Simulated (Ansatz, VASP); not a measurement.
## One calculation of CdS, two programs

```
Cd S
1.0
     6.60858    0.00000    0.00000
    -3.30429    5.72319    0.00000
     0.00000    0.00000    4.00830
Cd S
3 3
Direct
  0.62149 0.00000 0.66667
  0.00000 0.62149 0.33333
  0.37851 0.37851 0.00000
  0.37117 0.00000 0.16667
  0.00000 0.37117 0.83333
  0.62883 0.62883 0.50000
```

Alike in both runs: functional PBE; k mesh 3 × 3 × 6; occupations gaussian, width 0.1 eV; no spin polarisation.

Ansatz relaxed the structure, and its values are those at the end. VASP's run is a single point on that final structure, the one shown.

```csv
,VASP,Ansatz
version,VASP 6.6.1,Ansatz 0.2.0
potentials or method,"VASP PAW PBE potentials, release 64 (Cd, S), cutoff 520 eV","scalar-relativistic, plane waves, PAW"
valence electrons in the cell,54,78
```

```csv
,VASP,Ansatz,Ansatz less VASP
gap on the k mesh at the Fermi level (eV),0.97,0.97,0.000
least direct gap on the mesh (eV),0.97,0.97,0.000
pressure (GPa),0.2,-0.1,-0.31
rms of the force components (eV/Å),0.018,0.015,-0.0033
```

VASP's potentials hold 54 valence electrons a cell and Ansatz's 78, so a difference there can come from the potentials and not from the codes.
